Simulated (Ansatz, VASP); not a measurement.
**Two plane-wave programs on Si4C**

```xyz
5
Lattice="0.0000 3.3064 3.3064 3.3064 0.0000 3.3064 3.3064 3.3064 0.0000" Properties=species:S:1:pos:R:3 pbc="T T T"
Si    2.4694    2.4694    2.4694
Si    4.1434    4.1434    2.4694
Si    4.1434    2.4694    4.1434
Si    2.4694    4.1434    4.1434
C     0.0000    0.0000    0.0000
```

Alike in both runs: task relaxation of cell and atoms; functional PBE; k mesh 4 × 4 × 4; occupations gaussian, width 0.1 eV; no spin polarisation.

```csv
,VASP,Ansatz
version,VASP 6.6.1,Ansatz 0.2.0
potentials or method,"VASP PAW PBE potentials, release 64 (Si, C), cutoff 600 eV","scalar-relativistic, plane waves, PAW"
valence electrons in the cell,20,20
```

```csv
,VASP,Ansatz,Ansatz less VASP
"gap on the k mesh at the Fermi level, each at its own relaxed structure (eV)",none,none,-
relaxed volume (Å³/atom),16.74,16.68,-0.053
relaxed cell length with the largest relative difference (Å),4.910,4.905,-0.0052
```

A gap of «none» marks a metal or a gap that the smearing closes.

The k mesh is coarse, so the values compare programs but aren't converged. Noted on VASP's run: the volume moved by over 15 % at a fixed basis, so the end points are rough; too few bands were computed for a metal, which touches its energy and stress.
